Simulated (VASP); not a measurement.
# Re (Fd-3m) in VASP: notebook

The runs below take Re through single point, with r2SCAN.

All numbers are computed with VASP 6.6.1; they aren't measurements. Logs are shortened: lines on timing, memory, paths and dates and some standing lists are left out, and cuts for length are marked.

## (1) The cell of the first run

The structure is cubic, space group Fd-3m (No. 227). The conventional cell has a = 5.529 Å, b = 5.529 Å, c = 5.529 Å, α = 90.00°, β = 90.00°, γ = 90.00°. Re (site symmetry -43m) has 4 Re at 2.39 Å within 3.2 Å.

## (2) Single point, r2SCAN

POSCAR

```
Re
1.0
    0.0000000000      2.7642802583      2.7642802583
    2.7642802583      0.0000000000      2.7642802583
    2.7642802583      2.7642802583      0.0000000000
Re
2
Direct
    0.0000000000      0.0000000000      0.0000000000
    0.2500000000      0.2500000000      0.2500000000
```

INCAR.step1

```
SYSTEM = Re
  PREC = Accurate
  ENCUT = 550
  ISMEAR = -1
  SIGMA = 0.05
  LREAL = .False.
  LASPH = .True.
  NELM = 120
  NBANDS = 22
  GGA = PE
  ALGO = Normal
  EDIFF = 1E-5
  LWAVE = .True.
  LCHARG = .False.
  GGA_COMPAT = .False.
```

INCAR.step2

```
SYSTEM = Re
  PREC = Accurate
  ENCUT = 550
  EDIFF = 1E-6
  ISMEAR = -1
  SIGMA = 0.05
  LREAL = .False.
  LASPH = .True.
  NELM = 120
  ALGO = Normal
  ISIF = 2
  LWAVE = .False.
  LCHARG = .False.
  METAGGA = R2SCAN
  LMIXTAU = .True.
  NBANDS = 22
  ISTART = 1
  GGA_COMPAT = .False.
```

KPOINTS

```
regular mesh
0
Gamma
  6 6 6
  0 0 0
```

Potentials or basis: VASP PAW PBE potentials, release 64 (Re_sv_GW).

Started as:

```console
cat potpaw_PBE.64/Re_sv_GW/POTCAR > POTCAR
cp INCAR.step1 INCAR
mpirun -np 1 vasp_std > vasp.out
cp INCAR.step2 INCAR
mpirun -np 1 vasp_std > vasp.out
```

OUTCAR:

```text
SYSTEM = Re
   PREC = Accurate
   ENCUT = 550
   EDIFF = 1E-6
   ISMEAR = -1
   LREAL = .False.
   LASPH = .True.
   NELM = 120
   ISIF = 2
   METAGGA = R2SCAN
   ISTART = 1

 ion  position               nearest neighbor table
   1  0.000  0.000  0.000-   2 2.39   2 2.39   2 2.39   2 2.39
   2  0.250  0.250  0.250-   1 2.39   1 2.39   1 2.39   1 2.39

  LATTYP: Found a face centered cubic cell.
 ALAT       =     5.5285605166

  Lattice vectors:

 A1 = (   0.0000000000,   2.7642802583,   2.7642802583)
 A2 = (   2.7642802583,   0.0000000000,   2.7642802583)
 A3 = (   2.7642802583,   2.7642802583,   0.0000000000)

Analysis of symmetry for initial positions (statically):
=====================================================================
 Subroutine PRICEL returns:
 Original cell was already a primitive cell.

 Routine SETGRP: Setting up the symmetry group for a
 face centered cubic supercell.

 Subroutine GETGRP returns: Found 48 space group operations
 (whereof 24 operations were pure point group operations)
 out of a pool of 48 trial point group operations.

The static configuration has the point symmetry T_d .
 The point group associated with its full space group is O_h .

Analysis of symmetry for dynamics (positions and initial velocities):
=====================================================================
 Subroutine PRICEL returns:
 Original cell was already a primitive cell.

 Routine SETGRP: Setting up the symmetry group for a
 face centered cubic supercell.

 Subroutine GETGRP returns: Found 48 space group operations
 (whereof 24 operations were pure point group operations)
 out of a pool of 48 trial point group operations.

The dynamic configuration has the point symmetry T_d .
 The point group associated with its full space group is O_h .

 Subroutine INISYM returns: Found 48 space group operations
 (whereof 24 operations are pure point group operations),
 and found     1 'primitive' translations

----------------------------------------------------------------------------------------

                                     Primitive cell

  volume of cell :      42.2451

  direct lattice vectors                    reciprocal lattice vectors
     0.000000000  2.764280258  2.764280258    -0.180878910  0.180878910  0.180878910
     2.764280258  0.000000000  2.764280258     0.180878910 -0.180878910  0.180878910
     2.764280258  2.764280258  0.000000000     0.180878910  0.180878910 -0.180878910

  length of vectors
     3.909282631  3.909282631  3.909282631     0.313291462  0.313291462  0.313291462

  position of ions in fractional coordinates (direct lattice)
     0.000000000  0.000000000  0.000000000
     0.250000000  0.250000000  0.250000000

  ion indices of the primitive-cell ions
   primitive index   ion index
                 1           1
                 2           2

----------------------------------------------------------------------------------------

 KPOINTS: regular mesh

Automatic generation of k-mesh.
 Grid dimensions read from file:
 generate k-points for:    6    6    6

 Generating k-lattice:

  Cartesian coordinates                     Fractional coordinates (reciprocal lattice)
    -0.030146485  0.030146485  0.030146485     0.166666667  0.000000000  0.000000000
     0.030146485 -0.030146485  0.030146485     0.000000000  0.166666667  0.000000000
     0.030146485  0.030146485 -0.030146485     0.000000000  0.000000000  0.166666667

  Length of vectors
     0.052215244  0.052215244  0.052215244

  Shift w.r.t. Gamma in fractional coordinates (k-lattice)
     0.000000000  0.000000000  0.000000000

 Subroutine IBZKPT returns following result:
 ===========================================

 Found     16 irreducible k-points:

 Following reciprocal coordinates:
            Coordinates               Weight
  0.000000  0.000000  0.000000      1.000000
  0.166667  0.000000  0.000000      8.000000
  0.333333  0.000000  0.000000      8.000000
  0.500000  0.000000  0.000000      4.000000
  0.166667  0.166667  0.000000      6.000000
  0.333333  0.166667  0.000000     24.000000
[... 8 lines left out ...]
 -0.333333  0.333333  0.166667     24.000000
 -0.333333  0.500000  0.166667     12.000000
   k-points           NKPTS =     16   k-points in BZ     NKDIM =     16   number of bands    NBANDS=     22
   number of dos      NEDOS =    301   number of ions     NIONS =      2
   total plane-waves  NPLWV =  27000
   dimension x,y,z NGX =    30 NGY =   30 NGZ =   30
   dimension x,y,z NGXF=    60 NGYF=   60 NGZF=   60
   ions per type =               2
   NGX,Y,Z   is equivalent  to a cutoff of  12.76, 12.76, 12.76 a.u.
   NGXF,Y,Z  is equivalent  to a cutoff of  25.52, 25.52, 25.52 a.u.
 SYSTEM =  Re
   PREC   = accura    normal or accurate (medium, high low for compatibility)
   ISTART =      1    job   : 0-new  1-cont  2-samecut
   ICHARG =      0    charge: 1-file 2-atom 10-const
   ISPIN  =      1    spin polarized calculation?
   LNONCOLLINEAR =      F non collinear calculations
   LSORBIT =      F    spin-orbit coupling
   LASPH  =      T    aspherical Exc in radial PAW
   ENCUT  =  550.0 eV  40.42 Ry    6.36 a.u.   7.48  7.48  7.48*2*pi/ulx,y,z
   NELM   =    120;   NELMIN=  2; NELMDL=  0     # of ELM steps
   EDIFF  = 0.1E-05   stopping-criterion for ELM
   LREAL  =      F    real-space projection
   EDIFFG = 0.1E-04   stopping-criterion for IOM
   NSW    =      0    number of steps for IOM
   IBRION =     -1    ionic relax: 0-MD 1-quasi-New 2-CG
   NFREE  =      0    steps in history (QN), initial steepest desc. (CG)
   ISIF   =      2    stress and relaxation
   ISYM   =      2    0-nonsym 1-usesym 2-fastsym
   POTIM  = 0.5000    time-step for ionic-motion
   TEBEG  =    0.0;   TEEND  =   0.0 temperature during run
   PSTRESS=    0.0 pullay stress
   NELECT =      30.0000    total number of electrons
   NUPDOWN=      -1.0000    fix difference up-down
   EMIN   =  10.00;   EMAX   =-10.00  energy-range for DOS
   EFERMI =   0.00;   METHOD = LEGACY
   ISMEAR =    -1;   SIGMA  =   0.05  broadening in eV -4-tet -1-fermi 0-gaus
   EFERMI_NEDOS =   21; number of points for ismear=-14 and -15
   IALGO  =     38    algorithm
   IMIX   =      4    mixing-type and parameters
     AMIX     =   0.40;   BMIX     =  1.00
     AMIX_MAG =   1.60;   BMIX_MAG =  1.00
  volume/ion in A,a.u.               =      21.12       142.54
  Fermi-wavevector in a.u.,A,eV,Ry     =   1.460573  2.760082 29.024936  2.133273
  Thomas-Fermi vector in A             =   2.577006
   LORBIT       =      0    0 simple, 1 ext, 2 COOP (PROOUT), +10 PAW based schemes
   METAGGA = R2SCAN    functional components
   LHFCALC =     F    Hartree Fock is set to
   AEXX    =    0.0000 exact exchange contribution
   IVDW    =     0    specifies the selected vdW correction
   LEPSILON=     F    determine dielectric tensor
   LRPA    =     F    only Hartree local field effects (RPA)
 non-spin polarized calculation
  energy-cutoff  :      550.00
  volume of cell :       42.25
 maximum number of plane-waves:      1258
 NGX is ok and might be reduce to    30
   NGX = 15   NGY = 15   NGZ = 15

 number of electron      29.9999995 magnetization

 Free energy of the ion-electron system (eV)
  ---------------------------------------------------
  ext. energy  EPLUGINS =         0.00000000
  ---------------------------------------------------
  free energy    TOTEN  =      -104.84210613 eV

  energy without entropy =     -104.82653408  energy(sigma->0) =     -104.83432010

 E-fermi :   7.4214     XC(G=0): -12.5380

 val. band max:        7.4054247149   @ k =   0.5000   0.5000   0.0000
 cond. band min:       7.4716204106   @ k =   0.1667   0.0000   0.0000
 fundamental gap:      0.0661956958
 Fermi energy:         7.4214167590

 k-point     1 :       0.0000    0.0000    0.0000
  band No.  band energies     occupation
      1     -74.1744      2.00000
      2     -73.7151      2.00000
      3     -35.7849      2.00000
      4     -35.7849      2.00000
      5     -35.7849      2.00000
      6     -34.6008      2.00000
[... 14 lines left out ...]
     21      19.8129      0.00000
     22      20.8070      0.00000

 k-point     2 :       0.1667    0.0000    0.0000
  band No.  band energies     occupation
      1     -74.1522      2.00000
      2     -73.7382      2.00000
      3     -35.8200      2.00000
      4     -35.8200      2.00000
      5     -35.7797      2.00000
      6     -34.6089      2.00000
[... 14 lines left out ...]
     21      19.0264      0.00000
     22      20.9661      0.00000

 k-point     3 :       0.3333    0.0000    0.0000
  band No.  band energies     occupation
      1     -74.0979      2.00000
      2     -73.7942      2.00000
      3     -35.8840      2.00000
      4     -35.8840      2.00000
      5     -35.7696      2.00000
      6     -34.6229      2.00000
[... 14 lines left out ...]
     21      18.1806      0.00000
     22      19.6284      0.00000

 k-point     4 :       0.5000    0.0000    0.0000
  band No.  band energies     occupation
      1     -74.0613      2.00000
      2     -73.8317      2.00000
      3     -35.9142      2.00000
      4     -35.9142      2.00000
      5     -35.7647      2.00000
      6     -34.6285      2.00000
[... 14 lines left out ...]
     21      18.1000      0.00000
     22      18.8956      0.00000

 k-point     5 :       0.1667    0.1667    0.0000
  band No.  band energies     occupation
      1     -74.1442      2.00000
      2     -73.7465      2.00000
      3     -35.8598      2.00000
      4     -35.8598      2.00000
      5     -35.7080      2.00000
      6     -34.6847      2.00000
[... 14 lines left out ...]
     21      19.3830      0.00000
     22      19.3830      0.00000

 k-point     6 :       0.3333    0.1667    0.0000
  band No.  band energies     occupation
      1     -74.0979      2.00000
      2     -73.7942      2.00000
      3     -35.9353      2.00000
      4     -35.9238      2.00000
      5     -35.6407      2.00000
      6     -34.7556      2.00000
[... 14 lines left out ...]
     21      17.6399      0.00000
     22      17.8863      0.00000

 k-point     7 :       0.5000    0.1667    0.0000
  band No.  band energies     occupation
      1     -74.0460      2.00000
      2     -73.8473      2.00000
      3     -36.0014      2.00000
      4     -35.9489      2.00000
      5     -35.6008      2.00000
      6     -34.7930      2.00000
[... 14 lines left out ...]
     21      16.6044      0.00000
     22      17.1327      0.00000

 k-point     8 :      -0.3333    0.1667    0.0000
  band No.  band energies     occupation
      1     -74.0613      2.00000
      2     -73.8317      2.00000
      3     -36.0018      2.00000
      4     -35.9143      2.00000
      5     -35.6307      2.00000
      6     -34.7610      2.00000
[... 14 lines left out ...]
     21      16.2929      0.00000
     22      18.3816      0.00000

 k-point     9 :      -0.1667    0.1667    0.0000
  band No.  band energies     occupation
      1     -74.1180      2.00000
      2     -73.7736      2.00000
      3     -35.9237      2.00000
      4     -35.8493      2.00000
      5     -35.7124      2.00000
      6     -34.6781      2.00000
[... 14 lines left out ...]
     21      17.3997      0.00000
     22      19.0102      0.00000

 k-point    10 :       0.3333    0.3333    0.0000
  band No.  band energies     occupation
      1     -74.0613      2.00000
      2     -73.8318      2.00000
      3     -35.9882      2.00000
      4     -35.9882      2.00000
      5     -35.4981      2.00000
      6     -34.9093      2.00000
[... 14 lines left out ...]
     21      15.3693      0.00000
     22      15.3693      0.00000

 k-point    11 :       0.5000    0.3333    0.0000
  band No.  band energies     occupation
      1     -74.0043      2.00000
      2     -73.8896      2.00000
      3     -36.0450      2.00000
      4     -36.0137      2.00000
      5     -35.3773      2.00000
      6     -35.0275      2.00000
[... 14 lines left out ...]
     21      13.8079      0.00000
     22      14.2683      0.00000

 k-point    12 :      -0.3333    0.3333    0.0000
  band No.  band energies     occupation
      1     -74.0043      2.00000
      2     -73.8896      2.00000
      3     -36.0681      2.00000
      4     -35.9793      2.00000
      5     -35.4312      2.00000
      6     -34.9652      2.00000
[... 14 lines left out ...]
     21      13.5879      0.00000
     22      15.5388      0.00000

 k-point    13 :       0.5000    0.5000    0.0000
  band No.  band energies     occupation
      1     -73.9471      2.00000
      2     -73.9471      2.00000
      3     -36.0440      2.00000
      4     -36.0440      2.00000
      5     -35.2068      2.00000
      6     -35.2068      2.00000
[... 14 lines left out ...]
     21      12.6906      0.00000
     22      12.6906      0.00000

 k-point    14 :       0.5000    0.3333    0.1667
  band No.  band energies     occupation
      1     -74.0461      2.00000
      2     -73.8473      2.00000
      3     -36.0240      2.00000
      4     -35.9651      2.00000
      5     -35.5111      2.00000
      6     -34.8864      2.00000
[... 14 lines left out ...]
     21      14.6036      0.00000
     22      16.1313      0.00000

 k-point    15 :      -0.3333    0.3333    0.1667
  band No.  band energies     occupation
      1     -74.0043      2.00000
      2     -73.8896      2.00000
      3     -36.0565      2.00000
      4     -35.9947      2.00000
      5     -35.4222      2.00000
      6     -34.9739      2.00000
[... 14 lines left out ...]
     21      14.0957      0.00000
     22      14.8312      0.00000

 k-point    16 :      -0.3333    0.5000    0.1667
  band No.  band energies     occupation
      1     -73.9471      2.00000
      2     -73.9471      2.00000
      3     -36.0469      2.00000
      4     -36.0469      2.00000
      5     -35.2008      2.00000
      6     -35.2008      2.00000
[... 14 lines left out ...]
     21      12.4316      0.00000
     22      12.4316      0.00000

------------------------ aborting loop because EDIFF is reached ----------------------------------------

  FORCE on cell =-STRESS in cart. coord.  units (eV):
  Direction    XX          YY          ZZ          XY          YZ          ZX
  --------------------------------------------------------------------------------------
  -------------------------------------------------------------------------------------
  Total        2.3292674      2.3292674      2.3292674      0.0000000      0.0000000      0.0000000
  in kB       88.3392503     88.3392503     88.3392503      0.0000000      0.0000000      0.0000000
  external PRESSURE =      88.3392503 kB  Pullay stress =       0.0000000 kB

 VOLUME and BASIS-vectors are now :
 -----------------------------------------------------------------------------
  energy-cutoff  :      550.00
  volume of cell :       42.25
      direct lattice vectors                 reciprocal lattice vectors
     0.000000000  2.764280258  2.764280258    -0.180878910  0.180878910  0.180878910
     2.764280258  0.000000000  2.764280258     0.180878910 -0.180878910  0.180878910
     2.764280258  2.764280258  0.000000000     0.180878910  0.180878910 -0.180878910

 POSITION                                       TOTAL-FORCE (eV/Angst)
 -----------------------------------------------------------------------------------
      0.00000      0.00000      0.00000         0.000000      0.000000      0.000000
      1.38214      1.38214      1.38214        -0.000000     -0.000000     -0.000000
 -----------------------------------------------------------------------------------
    total drift:                                0.000000     -0.000000      0.000000

  FREE ENERGIE OF THE ION-ELECTRON SYSTEM (eV)
  ---------------------------------------------------
  free  energy   TOTEN  =      -104.8421061304 eV

  energy  without entropy=     -104.8265340753  energy(sigma->0) =     -104.83432010
```

Run time: 44 s. Hardware: 1 thread of Intel Xeon 6975P-C (Granite Rapids), shared host; peak memory 0.17 GiB.

Results:

```
Free energy            : -104.8421 eV
Pressure               : 8.8 GPa
Band gap on the k mesh : zero (band 15 reaches 8.20 eV, above the bottom of band 16 at 6.99 eV)
```

Caveat: the PAW data sets were made with another functional, which shifts forces and pressure a little; spin-orbit coupling is left out, which moves the levels of the heavy elements.

[end of part 1 of 2]
